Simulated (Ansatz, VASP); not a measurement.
## One calculation of TlOs3, two programs

Contents of INCAR:

```
SYSTEM = TlOs3
PREC = Accurate ; ENCUT = 600
EDIFF = 1E-7 ; ISMEAR = 0
SIGMA = 0.1 ; LREAL = .FALSE.
LASPH = .TRUE. ; NELM = 100
ALGO = Normal ; ISIF = 3
LWAVE = .FALSE. ; LCHARG = .FALSE.
GGA = PE ; IBRION = 2
NSW = 90 ; EDIFFG = -0.04
```

The input KPOINTS:

```
Automatic mesh
0
G
  4 4 4
  0 0 0
```

File POSCAR:

```
TlOs3
1.0
    4.0708928315      0.0000000000      0.0000000000
    0.0000000000      4.0708928315      0.0000000000
    0.0000000000      0.0000000000      4.0708928315
Tl Os
1 3
Direct
    0.0000000000      0.0000000000      0.0000000000
    0.0000000000      0.5000000000      0.5000000000
    0.5000000000      0.0000000000      0.5000000000
    0.5000000000      0.5000000000      0.0000000000
```

Input for Ansatz:

```yaml
crystal:
  lattice:
    - [4.0708928315, 0.0, 0.0]
    - [0.0, 4.0708928315, 0.0]
    - [0.0, 0.0, 4.0708928315]
  atoms:
    - { symbol: Tl, position: [0.0, 0.0, 0.0] }
    - { symbol: Os, position: [0.0, 0.5, 0.5] }
    - { symbol: Os, position: [0.5, 0.0, 0.5] }
    - { symbol: Os, position: [0.5, 0.5, 0.0] }
basis:
  ecutwfc: 420
kpoints:
  mp_grid: { grid: [4, 4, 4] }
hamiltonian:
  xc: pbe
scf:
  occupations: { method: gaussian, width: 0.1 }
  lower_state_search: "off"
output:
  forces: true
  stress: true
  eigenvalues: true
relax:
  adjacent_minimum: "off"
  f_tol: 0.04
  max_steps: 70
  cell: { stress_tol: 0.4 }
```

Alike in both runs: task relaxation of cell and atoms; functional PBE; k mesh 4 × 4 × 4; occupations gaussian, width 0.1 eV; no spin polarisation.

|  | VASP | Ansatz |
| --- | --- | --- |
| version | VASP 6.6.1 | Ansatz 0.2.0 |
| potentials or method | VASP PAW PBE potentials, release 64 (Tl_d, Os), cutoff 600 eV | scalar-relativistic, plane waves, PAW |
| valence electrons in the cell | 37 | 61 |

|  | VASP | Ansatz | Ansatz less VASP |
| --- | --- | --- | --- |
| gap on the k mesh at the Fermi level, each at its own relaxed structure (eV) | none | none | - |
| relaxed volume (Å³/atom) | 16.26 | 16.23 | -0.028 |
| relaxed cell length with the largest relative difference (Å) | 4.021 | 4.019 | -0.0023 |

A gap of «none» marks a metal or a gap that the smearing closes. VASP's potentials hold 37 valence electrons a cell and Ansatz's 61, so a difference there can come from the potentials and not from the codes.

The k mesh is coarse, so the values compare programs but aren't converged. Neither program's run includes spin-orbit coupling.
